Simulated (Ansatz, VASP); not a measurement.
# One calculation of AgCl, two programs

INCAR

```
PREC     = Accurate       # precision mode
ENCUT    = 520            # plane-wave cutoff, eV
EDIFF    = 1E-8           # SCF threshold, eV
ISMEAR   = -1             # smearing method
SIGMA    = 0.03           # smearing width, eV
LREAL    = F              # projectors in reciprocal space
LASPH    = T              # aspherical terms in the spheres
NELM     = 100            # most SCF steps
ALGO     = Normal         # electronic algorithm
ISIF     = 2              # what is computed and relaxed
LWAVE    = F              # write WAVECAR
LCHARG   = F              # write CHGCAR
GGA      = PE             # functional
LEFG     = T            
NBANDS   = 26             # bands
```

The input KPOINTS:

```
regular mesh
0
Gamma
  9 9 8
```

POSCAR

```
AgCl
1.0
    1.8709097030     -5.5565952358      0.0000000000
    1.8709097030      5.5565952358      0.0000000000
    0.0000000000      0.0000000000      3.8847969765
Ag Cl
2 2
Direct
    0.3965554000      0.6034446000      0.7500000000
    0.6034446000      0.3965554000      0.2500000000
    0.8654487300      0.1345512700      0.2500000000
    0.1345512700      0.8654487300      0.7500000000
```

Input for Ansatz:

```yaml
crystal:
  lattice:
    - [1.870909703, -5.5565952358, 0.0]
    - [1.870909703, 5.5565952358, 0.0]
    - [0.0, 0.0, 3.8847969765]
  atoms:
    - { symbol: Ag, position: [0.3965554, 0.6034446, 0.75] }
    - { symbol: Ag, position: [0.6034446, 0.3965554, 0.25] }
    - { symbol: Cl, position: [0.86544873, 0.13455127, 0.25] }
    - { symbol: Cl, position: [0.13455127, 0.86544873, 0.75] }
kpoints:
  mp_grid: { grid: [9, 9, 8] }
scf:
  occupations: { method: fermi_dirac, width: 0.03 }
hamiltonian:
  xc: pbe
  pseudopotentials: { kind: all_electron, datasets: crystal }
output:
  forces: true
  stress: true
  eigenvalues: true
  efg: { contact_densities: true }
```

Change from the starting cell: zz strain of -1 %, crystal datasets.

Alike in both runs: task electric field gradients; functional PBE; k mesh 9 × 9 × 8; occupations fermi-dirac, width 0.03 eV; no spin polarisation.

|  | VASP | Ansatz |
| --- | --- | --- |
| version | VASP 6.6.1 | Ansatz 0.2.0 |
| potentials or method | VASP PAW PBE potentials, release 64 (Ag, Cl), cutoff 520 eV | all-electron PAW with datasets made for the crystal, scalar-relativistic |

```tsv
	VASP	Ansatz	Ansatz less VASP
pressure (GPa)	2.2	2.3	+0.16
traceless stress, the component that is largest in VASP (GPa)	0.11	0.13	+0.024
rms of the force components (eV/Å)	0.008	0.010	+0.0017
size of Vzz on the site where it differs most (V/Å²)	54.5	52.0	-2.50
```

Atom by atom the forces differ by 0.002 eV/Å (rms over components). Ansatz ran all-electron here, and VASP with PAW potentials.
